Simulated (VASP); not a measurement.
# BiTe (Fm-3m) in VASP: further runs

The runs below take BiTe through single point, with PBE, LDA, PBEsol+D3(BJ).

Everything below comes from runs of VASP 6.6.1. Logs are shortened: lines on timing, memory, paths and dates and some standing lists are left out, and cuts for length are marked.

## (1) The cell of the first run

The structure is cubic, space group Fm-3m (No. 225). The conventional cell has a = 6.470 Å, b = 6.470 Å, c = 6.470 Å, α = 90.00°, β = 90.00°, γ = 90.00°. Within 4.3 Å of Bi (site symmetry m-3m) lie 6 Te at 3.23 Å. Te (site symmetry m-3m) has 6 Bi at 3.23 Å within 4.3 Å.

## (2) Single point, PBE

INCAR reads:

```
PREC = Accurate
ENCUT = 520
EDIFF = 1E-6
ISMEAR = 1
SIGMA = 0.05
LREAL = False
LASPH = True
NELM = 80
ALGO = Normal
ISIF = 2
LWAVE = False
LCHARG = True
GGA = PE
LELF = True
LVHAR = True
NBANDS = 18
```

KPOINTS reads:

```
Automatic mesh
0
Gamma
  6 6 6
```

POSCAR reads:

```
BiTe
1.0
    0.0000000000      3.2350000000      3.2350000000
    3.2350000000      0.0000000000      3.2350000000
    3.2350000000      3.2350000000      0.0000000000
Bi Te
1 1
Direct
    0.0000000000      0.0000000000      0.0000000000
    0.5000000000      0.5000000000      0.5000000000
```

Potentials or basis: VASP PAW PBE potentials, release 64 (Bi_d, Te).

Launch:

```bash
$ cat potpaw_PBE.64/Bi_d/POTCAR potpaw_PBE.64/Te/POTCAR > POTCAR
$ mpirun -np 1 vasp_std > vasp.out
```

OUTCAR:

```text
PREC = Accurate
   ENCUT = 520
   EDIFF = 1E-6
   ISMEAR = 1
   LREAL = False
   LASPH = True
   NELM = 80
   ISIF = 2
   GGA = PE

 ion  position               nearest neighbor table
   1  0.000  0.000  0.000-   2 3.23   2 3.23   2 3.23   2 3.23   2 3.23   2 3.23
   2  0.500  0.500  0.500-   1 3.23   1 3.23   1 3.23   1 3.23   1 3.23   1 3.23

  LATTYP: Found a face centered cubic cell.
 ALAT       =     6.4700000000

  Lattice vectors:

 A1 = (   0.0000000000,   3.2350000000,   3.2350000000)
 A2 = (   3.2350000000,   0.0000000000,   3.2350000000)
 A3 = (   3.2350000000,   3.2350000000,   0.0000000000)

Analysis of symmetry for initial positions (statically):
=====================================================================
 Subroutine PRICEL returns:
 Original cell was already a primitive cell.

 Routine SETGRP: Setting up the symmetry group for a
 face centered cubic supercell.

 Subroutine GETGRP returns: Found 48 space group operations
 (whereof 48 operations were pure point group operations)
 out of a pool of 48 trial point group operations.

The static configuration has the point symmetry O_h .

Analysis of symmetry for dynamics (positions and initial velocities):
=====================================================================
 Subroutine PRICEL returns:
 Original cell was already a primitive cell.

 Routine SETGRP: Setting up the symmetry group for a
 face centered cubic supercell.

 Subroutine GETGRP returns: Found 48 space group operations
 (whereof 48 operations were pure point group operations)
 out of a pool of 48 trial point group operations.

The dynamic configuration has the point symmetry O_h .

 Subroutine INISYM returns: Found 48 space group operations
 (whereof 48 operations are pure point group operations),
 and found     1 'primitive' translations

----------------------------------------------------------------------------------------

                                     Primitive cell

  volume of cell :      67.7100

  direct lattice vectors                    reciprocal lattice vectors
     0.000000000  3.235000000  3.235000000    -0.154559505  0.154559505  0.154559505
     3.235000000  0.000000000  3.235000000     0.154559505 -0.154559505  0.154559505
     3.235000000  3.235000000  0.000000000     0.154559505  0.154559505 -0.154559505

  length of vectors
[... 70 lines left out ...]
   LASPH  =      T    aspherical Exc in radial PAW
   ENCUT  =  520.0 eV  38.22 Ry    6.18 a.u.   8.51  8.51  8.51*2*pi/ulx,y,z
   NELM   =     80;   NELMIN=  2; NELMDL= -5     # of ELM steps
   EDIFF  = 0.1E-05   stopping-criterion for ELM
   LREAL  =      F    real-space projection
   EDIFFG = 0.1E-04   stopping-criterion for IOM
   NSW    =      0    number of steps for IOM
   IBRION =     -1    ionic relax: 0-MD 1-quasi-New 2-CG
   NFREE  =      0    steps in history (QN), initial steepest desc. (CG)
   ISIF   =      2    stress and relaxation
   ISYM   =      2    0-nonsym 1-usesym 2-fastsym
   POTIM  = 0.5000    time-step for ionic-motion
   TEBEG  =    0.0;   TEEND  =   0.0 temperature during run
   PSTRESS=    0.0 pullay stress
   NELECT =      21.0000    total number of electrons
   NUPDOWN=      -1.0000    fix difference up-down
   EMIN   =  10.00;   EMAX   =-10.00  energy-range for DOS
   EFERMI =   0.00;   METHOD = LEGACY
   ISMEAR =     1;   SIGMA  =   0.05  broadening in eV -4-tet -1-fermi 0-gaus
   EFERMI_NEDOS =   21; number of points for ismear=-14 and -15
   IALGO  =     38    algorithm
   IMIX   =      4    mixing-type and parameters
     AMIX     =   0.40;   BMIX     =  1.00
     AMIX_MAG =   1.60;   BMIX_MAG =  1.00
  volume/ion in A,a.u.               =      33.86       228.46
  Fermi-wavevector in a.u.,A,eV,Ry     =   1.108146  2.094092 16.707785  1.227988
  Thomas-Fermi vector in A             =   2.244669
   LORBIT       =      0    0 simple, 1 ext, 2 COOP (PROOUT), +10 PAW based schemes
   GGA     = PE    functional components
   LHFCALC =     F    Hartree Fock is set to
   AEXX    =    0.0000 exact exchange contribution
   IVDW    =     0    specifies the selected vdW correction
   LEPSILON=     F    determine dielectric tensor
   LRPA    =     F    only Hartree local field effects (RPA)
 non-spin polarized calculation
 Methfessel and Paxton  Order N= 1 SIGMA  =   0.05
  energy-cutoff  :      520.00
  volume of cell :       67.71
 maximum number of plane-waves:      1853
 NGX is ok and might be reduce to    36
   NGX = 17   NGY = 17   NGZ = 17

 number of electron      21.0000001 magnetization

 Free energy of the ion-electron system (eV)
  ---------------------------------------------------
  ext. energy  EPLUGINS =         0.00000000
  ---------------------------------------------------
  free energy    TOTEN  =        -7.15987572 eV

  energy without entropy =       -7.15997763  energy(sigma->0) =       -7.15990969

 E-fermi :   6.5127     XC(G=0):  -9.4338

 val. band max:        6.4826742643   @ k =   0.1667   0.1667   0.0000
 cond. band min:       6.5135770077   @ k =   0.3333   0.0000   0.0000
 fundamental gap:      0.0309027433
 Fermi energy:         6.5127184625

 k-point     1 :       0.0000    0.0000    0.0000
  band No.  band energies     occupation
      1     -16.5022      2.00000
      2     -16.5022      2.00000
      3     -16.4992      2.00000
      4     -16.4992      2.00000
      5     -16.4992      2.00000
      6      -6.8694      2.00000
[... 313 lines left out ...]
      5     -16.4887      2.00000
      6      -4.8034      2.00000
[... 10 lines left out ...]
     17      16.7612      0.00000
     18      17.1038      0.00000

------------------------ aborting loop because EDIFF is reached ----------------------------------------

  FORCE on cell =-STRESS in cart. coord.  units (eV):
  Direction    XX          YY          ZZ          XY          YZ          ZX
  --------------------------------------------------------------------------------------
  -------------------------------------------------------------------------------------
  Total        0.4137816      0.4137816      0.4137816      0.0000000      0.0000000      0.0000000
  in kB        9.7910412      9.7910412      9.7910412      0.0000000      0.0000000      0.0000000
  external PRESSURE =       9.7910412 kB  Pullay stress =       0.0000000 kB

 VOLUME and BASIS-vectors are now :
 -----------------------------------------------------------------------------
  energy-cutoff  :      520.00
  volume of cell :       67.71
      direct lattice vectors                 reciprocal lattice vectors
     0.000000000  3.235000000  3.235000000    -0.154559505  0.154559505  0.154559505
     3.235000000  0.000000000  3.235000000     0.154559505 -0.154559505  0.154559505
     3.235000000  3.235000000  0.000000000     0.154559505  0.154559505 -0.154559505

 POSITION                                       TOTAL-FORCE (eV/Angst)
 -----------------------------------------------------------------------------------
      0.00000      0.00000      0.00000         0.000000      0.000000      0.000000
      3.23500      3.23500      3.23500         0.000000      0.000000      0.000000
 -----------------------------------------------------------------------------------
    total drift:                               -0.000000      0.000000      0.000000

  FREE ENERGIE OF THE ION-ELECTRON SYSTEM (eV)
  ---------------------------------------------------
  free  energy   TOTEN  =        -7.1598757209 eV

  energy  without entropy=       -7.1599776268  energy(sigma->0) =       -7.15990969
```

stdout:

```text
POSCAR found type information on POSCAR BiTe
 POSCAR found :  2 types and       2 ions
 scaLAPACK will be used
 LDA part: xc-table for (Slater+PW92), standard interpolation
 POSCAR, INCAR and KPOINTS ok, starting setup
 FFT: planning ... GRIDC
 FFT: planning ... GRID_SOFT
 FFT: planning ... GRID
 WAVECAR not read
 entering main loop
```

Run time: 21 s. Hardware: 1 thread of Intel Xeon Platinum 8488C (Sapphire Rapids), shared host; peak memory 0.2 GiB.

What came out:

| Quantity | Value |
| --- | --- |
| Free energy | -7.1599 eV |
| Pressure | 1.0 GPa |

Caveat: spin-orbit coupling is left out, which moves the levels of the heavy elements.

## (3) Single point, PBE

Edit INCAR of step 2 so:

```diff
@@ -4,6 +4,6 @@
 ISMEAR = 1
-SIGMA = 0.05
+SIGMA = 0.005
 LREAL = False
 LASPH = True
-NELM = 80
+NELM = 60
 ALGO = Normal
```

KPOINTS is that of step 2.

POSCAR is that of step 2.

Potentials or basis: VASP PAW PBE potentials, release 64 (Bi_d, Te).

Launch:

```bash
$ cat potpaw_PBE.64/Bi_d/POTCAR potpaw_PBE.64/Te/POTCAR > POTCAR
$ mpirun -np 1 vasp_std > vasp.out
```

Run time: 18 s. Hardware: 1 thread of Intel Xeon Platinum 8488C (Sapphire Rapids), shared host; peak memory 0.2 GiB.

Results (log left out):

- Free energy: -7.1599 eV
- Pressure: 1.1 GPa

Levels at points of the mesh, in eV from the Fermi level:
| k point | band 8 | band 9 | band 10 | band 11 | band 12 | band 13 |
| --- | --- | --- | --- | --- | --- | --- |
| (0.00, 0.00, 0.00) | -2.40 | -2.40 | -2.40 | 2.29 | 2.29 | 2.29 |
| (0.50, 0.00, 0.00) | -1.77 | -1.77 | -1.46 | -0.68 | -0.49 | -0.49 |
| (0.50, 0.50, 0.00) | -5.52 | -3.87 | -3.87 | 2.38 | 3.73 | 3.73 |

Caveat: spin-orbit coupling is left out, which moves the levels of the heavy elements.

(Part 1 of 2 ends here.)
